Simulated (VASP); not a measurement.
Input of a VASP 6.6.1 run:

File POSCAR:

```
Bi
1.0
    4.3498189920      0.0000000000      0.0000000000
   -2.1749094960      3.7670537489      0.0000000000
    0.0000000000      0.0000000000      4.2148850779
Bi
2
Direct
    0.3333333333      0.6666666667      0.2500000000
    0.6666666667      0.3333333333      0.7500000000
```

INCAR.step1

```
PREC     = Accurate       # precision mode
ENCUT    = 520            # plane-wave cutoff, eV
ISMEAR   = 0              # smearing method
SIGMA    = 0.1            # smearing width, eV
LREAL    = False          # projectors in reciprocal space
LASPH    = True           # aspherical terms in the spheres
NELM     = 100            # most SCF steps
NBANDS   = 22             # bands
GGA      = PE             # functional
ALGO     = Normal         # electronic algorithm
EDIFF    = 1E-4           # SCF threshold, eV
LWAVE    = True           # write WAVECAR
LCHARG   = False          # write CHGCAR
```

Contents of INCAR.step2:

```
PREC     = Accurate       # precision mode
ENCUT    = 520            # plane-wave cutoff, eV
EDIFF    = 1E-7           # SCF threshold, eV
ISMEAR   = 0              # smearing method
SIGMA    = 0.1            # smearing width, eV
LREAL    = False          # projectors in reciprocal space
LASPH    = True           # aspherical terms in the spheres
NELM     = 100            # most SCF steps
ALGO     = Normal         # electronic algorithm
ISIF     = 2              # what is computed and relaxed
LWAVE    = False          # write WAVECAR
LCHARG   = False          # write CHGCAR
METAGGA  = R2SCAN         # meta-GGA
LMIXTAU  = True         
NBANDS   = 22             # bands
ISTART   = 1
```

File KPOINTS:

```
Automatic mesh
0
Gamma
  12 12 8
```

Potentials or basis: VASP PAW PBE potentials, release 64 (Bi_d).

Run with:

```bash
$ cat potpaw_PBE.64/Bi_d/POTCAR > POTCAR
$ cp INCAR.step1 INCAR
$ mpirun -np 1 vasp_std > vasp.out
$ cp INCAR.step2 INCAR
$ mpirun -np 1 vasp_std > vasp.out
```

Problem. Predict the band gap on the k mesh.

Solution. Zero (band 15 reaches 7.34 eV, above the bottom of band 16 at 4.63 eV).

Problem. Estimate the pressure.

Solution. -0.1 GPa.

Caveat: the PAW data sets were made with another functional, which shifts forces and pressure a little; spin-orbit coupling is left out, which moves the levels of the heavy elements.
